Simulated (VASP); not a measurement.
SnS4: single point with PBE

Crystal: SnS4.

```
CELL_PARAMETERS angstrom
0.00663 5.60396 -0.00805
0.00095 -0.00577 4.95316
10.26227 0.01751 0.00524
ATOMIC_POSITIONS crystal
Sn 0.10203 0.99975 0.49975
Sn 0.89779 0.00062 0.00010
S 0.13054 0.21094 0.17772
S 0.38226 0.36468 0.57471
S 0.86787 0.20879 0.32258
S 0.61752 0.36364 0.92486
S 0.61783 0.63527 0.07595
S 0.86980 0.78825 0.67822
S 0.38223 0.63690 0.42369
S 0.13213 0.79118 0.82240
```

```json
{"Program": "VASP 6.6.1", "Task": "single point", "Functional": "PBE", "Potentials or basis": "VASP PAW PBE potentials, release 64 (Sn_d, S)", "Cutoff": "520 eV", "k mesh": "4 × 4 × 2", "Occupations": "gaussian, width 0.2 eV", "Spin": "no spin polarisation"}
```

* Pressure: -0.2 GPa
* Largest force: 0.130 eV/Å
* Band gap on the k mesh: 1.33 eV, indirect (least direct gap 1.42 eV)

Forces in eV/Å, atoms in the order of the input:
```
Sn   0.009  0.012  0.001
Sn  -0.003 -0.008 -0.010
S    0.055 -0.082 -0.013
S   -0.105 -0.014  0.067
S   -0.057  0.085 -0.006
S    0.106  0.014  0.074
S   -0.106  0.010 -0.066
S    0.057  0.082  0.019
S    0.104 -0.010 -0.076
S   -0.060 -0.088  0.010
```

Stress tensor (GPa, compression positive):
```
-0.37 -0.02  0.00
-0.02 -0.05 -0.01
 0.00 -0.01 -0.20
```

Levels at points of the mesh, in eV from the valence-band top:
| k point | band 35 | band 36 | band 37 | band 38 | band 39 | band 40 | band 41 | band 42 |
| --- | --- | --- | --- | --- | --- | --- | --- | --- |
| (0.00, 0.00, 0.00) | -0.75 | -0.70 | -0.58 | -0.09 | 1.33 | 1.44 | 2.20 | 2.70 |
| (0.50, 0.00, 0.00) | -0.95 | -0.87 | -0.86 | -0.18 | 1.81 | 1.97 | 2.31 | 2.66 |
| (0.00, 0.50, 0.00) | -0.88 | -0.58 | -0.39 | 0.00 | 1.73 | 2.02 | 2.39 | 2.78 |
| (0.50, 0.50, 0.00) | -0.40 | -0.17 | -0.15 | -0.05 | 1.45 | 1.87 | 2.54 | 3.14 |
| (0.00, 0.00, 0.50) | -0.73 | -0.73 | -0.29 | -0.28 | 1.47 | 1.47 | 2.63 | 2.64 |
| (0.50, 0.00, 0.50) | -0.97 | -0.96 | -0.39 | -0.39 | 2.12 | 2.12 | 2.54 | 2.55 |
| (0.00, 0.50, 0.50) | -0.56 | -0.56 | -0.21 | -0.21 | 1.89 | 1.89 | 2.43 | 2.43 |
| (0.50, 0.50, 0.50) | -0.42 | -0.42 | -0.04 | -0.04 | 1.75 | 1.75 | 2.66 | 2.67 |

It took 3.1 min on 1 thread of AMD EPYC 9R45 96-Core Processor (Zen 5), with other jobs on the host, peak memory 0.43 GiB.

Caveat: spin-orbit coupling is left out, which moves the levels of the heavy elements. A k mesh can miss the band edges.
